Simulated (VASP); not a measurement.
The system is Ir.

```
CELL_PARAMETERS angstrom
2.66884 0.00000 0.00000
-1.33442 2.31128 0.00000
0.00000 0.00000 4.52922
ATOMIC_POSITIONS crystal
Ir 0.66667 0.33333 0.75000
Ir 0.33333 0.66667 0.25000
```

This cell differs from its parent crystal: strain -0.030 along x and y, +0.015 along z.

Base run:

* Program: VASP 6.6.1
* Functional: PBEsol
* Potentials or basis: VASP PAW PBE potentials, release 64 (Ir_sv_GW)
* Cutoff: 500 eV
* k mesh: 18 × 18 × 12
* Occupations: gaussian, width 0.15 eV
* Spin: no spin polarisation

Its results: band gap on the k mesh zero (band 17 reaches 14.37 eV, above the bottom of band 18 at 10.66 eV); pressure 1.6 GPa.

Problem. The run is repeated on the same cell with these changes: potentials or basis from VASP PAW PBE potentials, release 64 (Ir_sv_GW) to VASP PAW PBE potentials, release 64 (Ir); cutoff from 500 eV to 520 eV; further incar settings from ALGO = Normal; EDIFF = 1e-06; NBANDS = 24 to ALGO = Fast; EDIFF = 1e-07; NBANDS = 16; valence electrons from 34 to 18. What comes out?

Solution. Band gap on the k mesh zero (band 9 reaches 11.84 eV, above the bottom of band 10 at 8.14 eV); pressure 5.9 GPa.

Caveats: the PAW data sets were made with another functional, which shifts forces and pressure a little; spin-orbit coupling is left out, which moves the levels of the heavy elements.
